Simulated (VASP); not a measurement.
Write the native input for VASP 6.6.1 that does the following.

```
Task                   : relaxation of cell and atoms
Functional             : PBEsol
Potentials or basis    : VASP PAW PBE potentials, release 64 (Ti_sv, H)
Cutoff                 : 600 eV
k mesh                 : 7 × 7 × 7
Occupations            : fermi-dirac, width 0.1 eV
Spin                   : no spin polarisation
Target pressure        : 20 GPa
Dipole correction      : no
Further INCAR settings : ALGO = Normal; EDIFF = 1e-06; IBRION = 2; EDIFFG = -0.01; NSW = 60; ISIF = 3
```

The structure of TiH lies in POSCAR:

```
TiH
1.0
    2.5700000000      0.0000000000      0.0000000000
    0.0000000000      2.5700000000      0.0000000000
    0.0000000000      0.0000000000      2.5700000000
Ti H
1 1
Direct
    0.0000000000      0.0000000000      0.0000000000
    0.5000000000      0.5000000000      0.5000000000
```

The input as run:

INCAR

```
ALGO = Normal ; EDIFF = 1E-6
EDIFFG = -0.01 ; ENCUT = 600
GGA = PS ; IBRION = 2
ISIF = 3 ; ISMEAR = -1
LASPH = True ; LCHARG = False
LREAL = False ; LWAVE = False
NELM = 100 ; NSW = 60
PREC = Accurate ; PSTRESS = 200.0
SIGMA = 0.1
```

KPOINTS

```
k-points
0
Gamma
  7 7 7
```

Potentials or basis: VASP PAW PBE potentials, release 64 (Ti_sv, H).

Launch:

```sh
$ cat potpaw_PBE.64/Ti_sv/POTCAR potpaw_PBE.64/H/POTCAR > POTCAR
$ mpirun -np 1 vasp_std > vasp.out
```

Results of the run:

```yaml
Relaxed_volume: 7.95 Å³/atom
Relaxed_cell: a = 2.514 Å, b = 2.514 Å, c = 2.514 Å, α = 90.00°, β = 90.00°, γ = 90.00°
Space_group_after_relaxing_to_0.05_Å: Pm-3m (No. 221)
Energy_change_on_relaxing_the_enthalpy_is_what_falls: +47.3 meV/atom
Ionic_steps: 3
Pressure_after_relaxing: 20.1 GPa
```

Caveat: the cell is relaxed towards a set pressure, so the enthalpy falls and the energy may rise; the PAW data sets were made with another functional, which shifts forces and pressure a little.

It took 15 s on 1 thread of Intel Xeon 6975P-C, on a shared host, peak memory 0.14 GiB.
